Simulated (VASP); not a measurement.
Runs of VASP 6.6.1 on C. The structure is that of space group Fd-3m (No. 227), or close to it. The cells are those of the table. 

```csv
cell,gap on the mesh (eV),pressure (GPa)
"a = 2.252 Å, angles 60.0°, 2 atoms",4.85,268.5
"a = 2.462 Å, angles 60.0°, 2 atoms",(c),32.6
"a = 2.408 Å, angles 60.0°, 2 atoms",4.34,(b)
"a = 2.333 Å, angles 60.0°, 2 atoms",4.57,152.3
"a = 2.166 Å, angles 60.0°, 2 atoms",(a),446.0
```

Alike in all rows: task single point; level PBEsol; potentials or basis VASP PAW PBE potentials, release 64 (C); no spin polarisation; k mesh 20 × 20 × 20; cutoff (eV) 520; smearing fermi-dirac 0.1 eV.

**Question.** Fill in the values left out.

**Answer.** (a) 5.19; (b) 74.3; (c) 4.18.

Caveats: the cell stands under pressure; the PAW data sets were made with another functional, which shifts forces and pressure a little.

A k mesh can miss the band edges.
